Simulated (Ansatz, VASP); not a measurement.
**Two plane-wave programs on TaH5**

```
Ta H
1.0
    -1.83072    1.46759    5.33733
     1.83072   -1.46759    5.33733
     1.83072    1.46759   -5.33733
Ta H
1 5
Direct
  0.00000 0.50000 0.50000
  0.82683 0.32683 0.50000
  0.17317 0.67317 0.50000
  0.00000 0.00000 0.00000
  0.62460 0.62460 0.00000
  0.37540 0.37540 0.00000
```

Alike in both runs: functional PBE; k mesh 6 × 6 × 6; occupations gaussian, width 0.1 eV; no spin polarisation.

Ansatz relaxed the structure, and its values are those at the end. VASP's run is a single point on that final structure, the one shown.

|  | VASP | Ansatz |
| --- | --- | --- |
| version | VASP 6.6.1 | Ansatz 0.2.0 |
| potentials or method | VASP PAW PBE potentials, release 64 (Ta_pv, H), cutoff 520 eV | scalar-relativistic, plane waves, PAW |
| valence electrons in the cell | 16 | 18 |

Ansatz gave:

- gap on the k mesh at the Fermi level (eV): none
- pressure (GPa): 0.1
- rms of the force components (eV/Å): 0.001

Q: What did VASP give for the same quantities?

A: gap on the k mesh at the Fermi level (eV): none; pressure (GPa): 0.0; rms of the force components (eV/Å): 0.004.

A gap of «none» marks a metal or a gap that the smearing closes. The functional is the same, so the differences come from potentials, cutoffs and numerics. VASP's potentials hold 16 valence electrons a cell and Ansatz's 18, so a difference there can come from the potentials and not from the codes.

The k mesh is coarse, so the values compare programs but aren't converged. Neither program's run includes spin-orbit coupling.
